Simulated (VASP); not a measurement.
# Si3N4 (Fd-3m) in VASP: further runs

Runs on Si3N4. Level: PBE+D3(BJ). Tasks: single point, relaxation of cell and atoms.

Everything below comes from runs of VASP 6.6.1. Logs are shortened: lines on timing, memory, paths and dates and some standing lists are left out, and cuts for length are marked.

**1. The cell of the first run**

Symmetry: Fd-3m, No. 227, cubic system. The conventional cell has a = 7.736 Å, b = 7.736 Å, c = 7.736 Å, α = 90.00°, β = 90.00°, γ = 90.00°. Si (site symmetry -3m) has 6 N at 1.88 Å within 2.5 Å. Si (site symmetry -43m) has 4 N at 1.77 Å within 2.4 Å. Within 2.4 Å of N (site symmetry 3m) lie 4 Si at 1.77 to 1.88 Å.

**2. Single point, PBE+D3(BJ)**

The input, INCAR:

```
ALGO = Normal
EDIFF = 1E-7
ENCUT = 520
GGA = PE
ISIF = 2
ISMEAR = 0
IVDW = 12
LASPH = T
LCHARG = F
LREAL = F
LWAVE = F
NBANDS = 45
NELM = 80
PREC = Accurate
SIGMA = 0.02
```

The input, KPOINTS:

```
k-points
0
Gamma
  6 6 6
```

The input, POSCAR:

```
Si3N4
1.0
    0.0000000000      3.8677784071      3.8677784071
    3.8677784071      0.0000000000      3.8677784071
    3.8677784071      3.8677784071      0.0000000000
Si N
6 8
Direct
    0.1250000000      0.1250000000      0.6250000000
    0.1250000000      0.6250000000      0.1250000000
    0.6250000000      0.1250000000      0.1250000000
    0.1250000000      0.1250000000      0.1250000000
    0.7500000000      0.7500000000      0.7500000000
    0.5000000000      0.5000000000      0.5000000000
    0.3676671594      0.3676671594      0.3676671594
    0.3530014781      0.8823328406      0.8823328406
    0.8823328406      0.8823328406      0.3530014781
    0.8823328406      0.3530014781      0.8823328406
    0.3676671594      0.3676671594      0.8969985219
    0.3676671594      0.8969985219      0.3676671594
    0.8823328406      0.8823328406      0.8823328406
    0.8969985219      0.3676671594      0.3676671594
```

Potentials or basis: VASP PAW PBE potentials, release 64 (Si, N).

Run with:

```bash
cat potpaw_PBE.64/Si/POTCAR potpaw_PBE.64/N/POTCAR > POTCAR
mpirun -np 1 vasp_std > vasp.out
```

OUTCAR:

```text
EDIFF = 1E-7
   ENCUT = 520
   GGA = PE
   ISIF = 2
   ISMEAR = 0
   IVDW = 12
   LASPH = T
   LREAL = F
   NELM = 80
   PREC = Accurate
 IVDW          = 12

 ion  position               nearest neighbor table
   1  0.125  0.125  0.625-   8 1.88  10 1.88  12 1.88  14 1.88  13 1.88   7 1.88   4 2.73   2 2.73
                             3 2.73   4 2.73   2 2.73   3 2.73
   2  0.125  0.625  0.125-   9 1.88  11 1.88   8 1.88  14 1.88  13 1.88   7 1.88   4 2.73   1 2.73
                             1 2.73   3 2.73   4 2.73   3 2.73
   3  0.625  0.125  0.125-   9 1.88  11 1.88  10 1.88  12 1.88   7 1.88  13 1.88   4 2.73   1 2.73
                             2 2.73   1 2.73   2 2.73   4 2.73
   4  0.125  0.125  0.125-   8 1.88   9 1.88  10 1.88  11 1.88  12 1.88  14 1.88   1 2.73   2 2.73
                             3 2.73   1 2.73   2 2.73   3 2.73
   5  0.750  0.750  0.750-  13 1.77   9 1.77  10 1.77   8 1.77
   6  0.500  0.500  0.500-   7 1.77  11 1.77  12 1.77  14 1.77
   7  0.368  0.368  0.368-   6 1.77   2 1.88   3 1.88   1 1.88
   8  0.353  0.882  0.882-   5 1.77   1 1.88   2 1.88   4 1.88
   9  0.882  0.882  0.353-   5 1.77   3 1.88   2 1.88   4 1.88
  10  0.882  0.353  0.882-   5 1.77   1 1.88   3 1.88   4 1.88
  11  0.368  0.368  0.897-   6 1.77   3 1.88   2 1.88   4 1.88
  12  0.368  0.897  0.368-   6 1.77   1 1.88   3 1.88   4 1.88
  13  0.882  0.882  0.882-   5 1.77   2 1.88   3 1.88   1 1.88
  14  0.897  0.368  0.368-   6 1.77   1 1.88   2 1.88   4 1.88

  LATTYP: Found a face centered cubic cell.
 ALAT       =     7.7355568142

  Lattice vectors:

 A1 = (   0.0000000000,   3.8677784071,   3.8677784071)
 A2 = (   3.8677784071,   0.0000000000,   3.8677784071)
 A3 = (   3.8677784071,   3.8677784071,   0.0000000000)

Analysis of symmetry for initial positions (statically):
=====================================================================
 Subroutine PRICEL returns:
 Original cell was already a primitive cell.

 Routine SETGRP: Setting up the symmetry group for a
 face centered cubic supercell.

 Subroutine GETGRP returns: Found 48 space group operations
 (whereof 24 operations were pure point group operations)
 out of a pool of 48 trial point group operations.

The static configuration has the point symmetry T_d .
 The point group associated with its full space group is O_h .

Analysis of symmetry for dynamics (positions and initial velocities):
=====================================================================
 Subroutine PRICEL returns:
 Original cell was already a primitive cell.

 Routine SETGRP: Setting up the symmetry group for a
 face centered cubic supercell.

 Subroutine GETGRP returns: Found 48 space group operations
 (whereof 24 operations were pure point group operations)
 out of a pool of 48 trial point group operations.

The dynamic configuration has the point symmetry T_d .
 The point group associated with its full space group is O_h .

 Subroutine INISYM returns: Found 48 space group operations
 (whereof 24 operations are pure point group operations),
 and found     1 'primitive' translations

----------------------------------------------------------------------------------------

                                     Primitive cell

  volume of cell :     115.7217

  direct lattice vectors                    reciprocal lattice vectors
     0.000000000  3.867778407  3.867778407    -0.129273176  0.129273176  0.129273176
     3.867778407  0.000000000  3.867778407     0.129273176 -0.129273176  0.129273176
     3.867778407  3.867778407  0.000000000     0.129273176  0.129273176 -0.129273176

  length of vectors
     5.469864680  5.469864680  5.469864680     0.223907709  0.223907709  0.223907709

  position of ions in fractional coordinates (direct lattice)
     0.125000000  0.125000000  0.625000000
     0.125000000  0.625000000  0.125000000
     0.625000000  0.125000000  0.125000000
     0.125000000  0.125000000  0.125000000
     0.750000000  0.750000000  0.750000000
     0.500000000  0.500000000  0.500000000
     0.367667159  0.367667159  0.367667159
     0.353001478  0.882332841  0.882332841
     0.882332841  0.882332841  0.353001478
     0.882332841  0.353001478  0.882332841
     0.367667159  0.367667159  0.896998522
     0.367667159  0.896998522  0.367667159
     0.882332841  0.882332841  0.882332841
     0.896998522  0.367667159  0.367667159

  ion indices of the primitive-cell ions
   primitive index   ion index
                 1           1
[... 28 lines left out ...]

  Length of vectors
     0.037317952  0.037317952  0.037317952

  Shift w.r.t. Gamma in fractional coordinates (k-lattice)
     0.000000000  0.000000000  0.000000000

 Subroutine IBZKPT returns following result:
 ===========================================

 Found     16 irreducible k-points:

 Following reciprocal coordinates:
            Coordinates               Weight
  0.000000  0.000000  0.000000      1.000000
  0.166667  0.000000  0.000000      8.000000
  0.333333  0.000000  0.000000      8.000000
  0.500000  0.000000  0.000000      4.000000
  0.166667  0.166667  0.000000      6.000000
  0.333333  0.166667  0.000000     24.000000
[... 8 lines left out ...]
 -0.333333  0.333333  0.166667     24.000000
 -0.333333  0.500000  0.166667     12.000000
   k-points           NKPTS =     16   k-points in BZ     NKDIM =     16   number of bands    NBANDS=     45
   number of dos      NEDOS =    301   number of ions     NIONS =     14
   total plane-waves  NPLWV =  74088
   dimension x,y,z NGX =    42 NGY =   42 NGZ =   42
   dimension x,y,z NGXF=    84 NGYF=   84 NGZF=   84
   ions per type =               6   8
   NGX,Y,Z   is equivalent  to a cutoff of  12.77, 12.77, 12.77 a.u.
   NGXF,Y,Z  is equivalent  to a cutoff of  25.53, 25.53, 25.53 a.u.
 SYSTEM =  unknown system
   PREC   = accura    normal or accurate (medium, high low for compatibility)
   ISTART =      0    job   : 0-new  1-cont  2-samecut
   ICHARG =      2    charge: 1-file 2-atom 10-const
   ISPIN  =      1    spin polarized calculation?
   LNONCOLLINEAR =      F non collinear calculations
   LSORBIT =      F    spin-orbit coupling
   LASPH  =      T    aspherical Exc in radial PAW
   ENCUT  =  520.0 eV  38.22 Ry    6.18 a.u.  10.17 10.17 10.17*2*pi/ulx,y,z
   NELM   =     80;   NELMIN=  2; NELMDL= -5     # of ELM steps
   EDIFF  = 0.1E-06   stopping-criterion for ELM
   LREAL  =      F    real-space projection
   EDIFFG = 0.1E-05   stopping-criterion for IOM
   NSW    =      0    number of steps for IOM
   IBRION =     -1    ionic relax: 0-MD 1-quasi-New 2-CG
   NFREE  =      0    steps in history (QN), initial steepest desc. (CG)
   ISIF   =      2    stress and relaxation
   ISYM   =      2    0-nonsym 1-usesym 2-fastsym
   POTIM  = 0.5000    time-step for ionic-motion
   TEBEG  =    0.0;   TEEND  =   0.0 temperature during run
   PSTRESS=    0.0 pullay stress
   NELECT =      64.0000    total number of electrons
   NUPDOWN=      -1.0000    fix difference up-down
   EMIN   =  10.00;   EMAX   =-10.00  energy-range for DOS
   EFERMI =   0.00;   METHOD = LEGACY
   ISMEAR =     0;   SIGMA  =   0.02  broadening in eV -4-tet -1-fermi 0-gaus
   EFERMI_NEDOS =   21; number of points for ismear=-14 and -15
   IALGO  =     38    algorithm
   IMIX   =      4    mixing-type and parameters
     AMIX     =   0.40;   BMIX     =  1.00
     AMIX_MAG =   1.60;   BMIX_MAG =  1.00
  volume/ion in A,a.u.               =       8.27        55.78
  Fermi-wavevector in a.u.,A,eV,Ry     =   1.343785  2.539386 24.568844  1.805759
  Thomas-Fermi vector in A             =   2.471831
   LORBIT       =      0    0 simple, 1 ext, 2 COOP (PROOUT), +10 PAW based schemes
   GGA     = PE    functional components
   LHFCALC =     F    Hartree Fock is set to
   AEXX    =    0.0000 exact exchange contribution
   IVDW    =    12    specifies the selected vdW correction
   LEPSILON=     F    determine dielectric tensor
   LRPA    =     F    only Hartree local field effects (RPA)
 non-spin polarized calculation
 Gauss-broadening in eV      SIGMA  =   0.02
  energy-cutoff  :      520.00
  volume of cell :      115.72
 maximum number of plane-waves:      3143
 NGX is ok and might be reduce to    42
   NGX = 21   NGY = 21   NGZ = 21

 number of electron      64.0000006 magnetization

 Free energy of the ion-electron system (eV)
  ---------------------------------------------------
  ext. energy  EPLUGINS =         0.00000000
  ---------------------------------------------------
  free energy    TOTEN  =      -112.43753822 eV

  energy without entropy =     -112.43753822  energy(sigma->0) =     -112.43753822

 E-fermi :   9.5069     XC(G=0): -12.3156

 val. band max:        9.3649798879   @ k =  -0.1667   0.1667   0.0000
 cond. band min:      12.7779715156   @ k =   0.0000   0.0000   0.0000
 fundamental gap:      3.4129916277
 Fermi energy:         9.5069212405

 k-point     1 :       0.0000    0.0000    0.0000
  band No.  band energies     occupation
      1      -9.5970      2.00000
      2      -6.2465      2.00000
      3      -5.3129      2.00000
      4      -5.3129      2.00000
      5      -5.3129      2.00000
      6      -4.3187      2.00000
[... 741 lines left out ...]
     43      19.2812      0.00000
     44      19.2812      0.00000
 [bands above 44 left out]

------------------------ aborting loop because EDIFF is reached ----------------------------------------

 Edisp (eV)   -4.53164

 E8    (eV) :    -1.6072

  FORCE on cell =-STRESS in cart. coord.  units (eV):
  Direction    XX          YY          ZZ          XY          YZ          ZX
  --------------------------------------------------------------------------------------
  -------------------------------------------------------------------------------------
  Total      -0.14614    -0.14614    -0.14614     0.00000     0.00000     0.00000
  in kB      -2.02327    -2.02327    -2.02327     0.00000     0.00000     0.00000
  external pressure =       -2.02 kB  Pullay stress =        0.00 kB

 VOLUME and BASIS-vectors are now :
 -----------------------------------------------------------------------------
  energy-cutoff  :      520.00
  volume of cell :      115.72
      direct lattice vectors                 reciprocal lattice vectors
     0.000000000  3.867778407  3.867778407    -0.129273176  0.129273176  0.129273176
     3.867778407  0.000000000  3.867778407     0.129273176 -0.129273176  0.129273176
     3.867778407  3.867778407  0.000000000     0.129273176  0.129273176 -0.129273176

 POSITION                                       TOTAL-FORCE (eV/Angst)
 -----------------------------------------------------------------------------------
      2.90083      2.90083      0.96694         0.000000      0.000000      0.000000
      2.90083      0.96694      2.90083         0.000000      0.000000      0.000000
      0.96694      2.90083      2.90083         0.000000      0.000000      0.000000
      0.96694      0.96694      0.96694         0.000000      0.000000      0.000000
      5.80167      5.80167      5.80167         0.000000      0.000000      0.000000
      3.86778      3.86778      3.86778         0.000000      0.000000      0.000000
      2.84411      2.84411      2.84411         0.004639      0.004639      0.004639
      6.82534      4.77800      4.77800        -0.004639      0.004639      0.004639
      4.77800      4.77800      6.82534         0.004639      0.004639     -0.004639
      4.77800      6.82534      4.77800         0.004639     -0.004639      0.004639
      4.89145      4.89145      2.84411        -0.004639     -0.004639      0.004639
      4.89145      2.84411      4.89145        -0.004639      0.004639     -0.004639
      6.82534      6.82534      6.82534        -0.004639     -0.004639     -0.004639
      2.84411      4.89145      4.89145         0.004639     -0.004639     -0.004639
 -----------------------------------------------------------------------------------
    total drift:                               -0.000000     -0.000000      0.000000

  FREE ENERGIE OF THE ION-ELECTRON SYSTEM (eV)
  ---------------------------------------------------
  free  energy   TOTEN  =      -116.9691756674 eV

  energy  without entropy=     -116.9691756674  energy(sigma->0) =     -116.96917567
```

Wall time 52 s (1 thread of Intel Xeon 6975P-C (Granite Rapids), shared host); peak memory 0.27 GiB.

Results:

* Free energy: -116.9692 eV
* Pressure: -0.2 GPa
* Largest force: 0.008 eV/Å
* Band gap on the k mesh: 3.41 eV (least direct gap 3.45 eV)
* Dispersion energy per atom: -0.324 eV

Forces on the atoms (eV/Å):
```
Si   0.000  0.000  0.000
Si   0.000  0.000  0.000
Si   0.000  0.000  0.000
Si   0.000  0.000  0.000
Si   0.000  0.000  0.000
Si   0.000  0.000  0.000
N    0.005  0.005  0.005
N   -0.005  0.005  0.005
N    0.005  0.005 -0.005
N    0.005 -0.005  0.005
N   -0.005 -0.005  0.005
N   -0.005  0.005 -0.005
N   -0.005 -0.005 -0.005
N    0.005 -0.005 -0.005
```

A k mesh can miss the band edges.

**3. Relaxation of cell and atoms, PBE+D3(BJ)**

This run uses another cell than the first one, of 8.44 Å³/atom.

The input, INCAR:

```
SYSTEM = Si3N4
ALGO = Normal ; EDIFF = 1E-6
EDIFFG = -0.005 ; ENCUT = 600
GGA = PE ; IBRION = 2
ISIF = 3 ; ISMEAR = 0
IVDW = 12 ; LASPH = .TRUE.
LCHARG = .FALSE. ; LREAL = .FALSE.
LWAVE = .FALSE. ; NELM = 60
NSW = 70 ; PREC = Accurate
SIGMA = 0.02
```

The input, KPOINTS:

```
k-points
0
G
  6 6 6
  0 0 0
```

The input, POSCAR:

```
Si3N4
1.0
    0.0000000000      3.8946186242      3.8946186242
    3.8946186242      0.0000000000      3.8946186242
    3.8946186242      3.8946186242      0.0000000000
Si N
6 8
Direct
    0.1250000000      0.1250000000      0.6250000000
    0.1250000000      0.6250000000      0.1250000000
    0.6250000000      0.1250000000      0.1250000000
    0.1250000000      0.1250000000      0.1250000000
    0.7500000000      0.7500000000      0.7500000000
    0.5000000000      0.5000000000      0.5000000000
    0.3675422895      0.3675422895      0.3675422895
    0.3526268684      0.8824577105      0.8824577105
    0.8824577105      0.8824577105      0.3526268684
    0.8824577105      0.3526268684      0.8824577105
    0.3675422895      0.3675422895      0.8973731316
    0.3675422895      0.8973731316      0.3675422895
    0.8824577105      0.8824577105      0.8824577105
    0.8973731316      0.3675422895      0.3675422895
```

Potentials or basis: VASP PAW PBE potentials, release 64 (Si, N).

Run with:

```bash
cat potpaw_PBE.64/Si/POTCAR potpaw_PBE.64/N/POTCAR > POTCAR
mpirun -np 1 vasp_std > vasp.out
```

Run time: 3.7 min. Hardware: 1 thread of Intel Xeon 6975P-C (Granite Rapids), shared host; peak memory 0.39 GiB.

It converged, with:

```
Free energy                           : -116.9867 eV
Relaxed volume                        : 8.26 Å³/atom
Relaxed cell                          : a = 5.468 Å, b = 5.468 Å, c = 5.468 Å, α = 60.00°, β = 60.00°, γ = 60.00°
Space group after relaxing (to 0.1 Å) : Fd-3m (No. 227)
Energy gained by relaxing             : 3.7 meV/atom
Ionic steps                           : 8
Pressure after relaxing               : -0.1 GPa
Band gap on the k mesh                : 3.42 eV (least direct gap 3.45 eV)
Dispersion energy per atom            : -0.324 eV
```

Forces in eV/Å, atoms in the order of the input:
```
Si   0.000  0.000  0.000
Si   0.000  0.000  0.000
Si   0.000  0.000  0.000
Si   0.000  0.000  0.000
Si   0.000  0.000  0.000
Si   0.000  0.000  0.000
N   -0.001 -0.001 -0.001
N    0.001 -0.001 -0.001
N   -0.001 -0.001  0.001
N   -0.001  0.001 -0.001
N    0.001  0.001 -0.001
N    0.001 -0.001  0.001
N    0.001  0.001  0.001
N   -0.001  0.001  0.001
```

Step by step:
```csv
step,energy change (eV),largest force (eV/Å),pressure (GPa),volume (Å³)
1,0.0000,0.0118,-6.41,118.15
2,0.0344,0.1651,9.03,112.46
3,-0.0518,0.0780,-0.03,115.62
4,-0.0518,0.0793,0.11,115.57
5,-0.0517,0.0830,0.10,115.52
6,-0.0523,0.0032,0.10,115.55
7,-0.0523,0.0002,0.10,115.55
8,-0.0523,0.0026,-0.08,115.62
```

Final structure:
```
Si N
1.0
     0.00000    3.86664    3.86664
     3.86664    0.00000    3.86664
     3.86664    3.86664    0.00000
Si N
6 8
Direct
  0.12500 0.12500 0.62500
  0.12500 0.62500 0.12500
  0.62500 0.12500 0.12500
  0.12500 0.12500 0.12500
  0.75000 0.75000 0.75000
  0.50000 0.50000 0.50000
  0.36769 0.36769 0.36769
  0.35306 0.88231 0.88231
  0.88231 0.88231 0.35306
  0.88231 0.35306 0.88231
  0.36769 0.36769 0.89694
  0.36769 0.89694 0.36769
  0.88231 0.88231 0.88231
  0.89694 0.36769 0.36769
```

Levels at points of the mesh, in eV from the valence-band top:
| k point | band 29 | band 30 | band 31 | band 32 | band 33 | band 34 | band 35 | band 36 |
| --- | --- | --- | --- | --- | --- | --- | --- | --- |
| (0.00, 0.00, 0.00) | -0.17 | -0.03 | -0.03 | -0.03 | 3.42 | 3.42 | 3.42 | 5.03 |
| (0.50, 0.00, 0.00) | -0.48 | -0.48 | -0.35 | -0.35 | 5.02 | 5.83 | 5.83 | 6.41 |
| (0.50, 0.50, 0.00) | -1.13 | -1.13 | -0.45 | -0.45 | 6.74 | 6.74 | 7.05 | 7.05 |

A k mesh can miss the band edges.
